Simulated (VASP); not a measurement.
Ir: single point with r2SCAN

Crystal: Ir.

```
CELL_PARAMETERS angstrom
1.88365 1.88365 0.00000
-1.93170 1.93170 0.00000
0.00000 0.00000 3.86340
ATOMIC_POSITIONS crystal
Ir 0.00000 0.00000 0.00000
Ir 0.50000 0.50000 0.50000
```

This cell differs from its parent crystal: uniaxial strain along a: -2.0 %.

- Program: VASP 6.6.1
- Task: single point
- Functional: r2SCAN
- Potentials or basis: VASP PAW PBE potentials, release 64 (Ir)
- Cutoff: 520 eV
- k mesh: 20 × 20 × 14
- Occupations: gaussian, width 0.1 eV
- Spin: no spin polarisation

```yaml
Pressure: 6.9 GPa
Band_gap_on_the_k_mesh: zero (bands 9 and 10 overlap by 3.56 eV)
```

Stress tensor (GPa, compression positive):
```
8.75 7.83 0.00
7.83 8.75 0.00
0.00 0.00 3.25
```

Levels at points of the mesh, in eV from the Fermi level:
| k point | band 6 | band 7 | band 8 | band 9 | band 10 | band 11 | band 12 | band 13 |
| --- | --- | --- | --- | --- | --- | --- | --- | --- |
| (0.00, 0.00, 0.00) | -3.75 | -1.38 | -1.15 | 0.90 | 1.60 | 1.61 | 1.62 | 10.95 |
| (0.50, 0.00, 0.00) | -4.63 | -2.76 | -2.76 | -1.41 | -1.41 | 3.48 | 3.48 | 12.36 |
| (0.00, 0.50, 0.00) | -4.85 | -2.31 | -2.31 | -1.22 | -1.22 | 2.85 | 2.85 | 12.08 |
| (0.50, 0.50, 0.00) | 0.84 | 1.52 | 1.52 | 1.72 | 1.72 | 1.91 | 1.91 | 11.33 |
| (0.00, 0.00, 0.50) | -3.29 | -2.00 | -2.00 | -1.71 | -1.71 | -0.20 | -0.20 | 18.69 |
| (0.50, 0.00, 0.50) | -4.12 | -0.55 | -0.55 | 0.85 | 0.85 | 1.16 | 1.16 | 7.98 |
| (0.00, 0.50, 0.50) | -3.87 | -0.83 | -0.83 | 0.87 | 0.87 | 1.00 | 1.00 | 7.56 |
| (0.50, 0.50, 0.50) | -4.96 | -1.92 | -1.92 | 1.70 | 1.70 | 8.98 | 8.98 | 9.51 |

Run time: 8.9 min on 1 thread of Intel(R) Xeon(R) 6975P-C (Granite Rapids), on a shared host, peak memory 0.45 GiB.

Caveat: the cell differs from its parent crystal (uniaxial strain along a: -2.0 %); the cell stands under pressure; the PAW data sets were made with another functional, which shifts forces and pressure a little; spin-orbit coupling is left out, which moves the levels of the heavy elements.
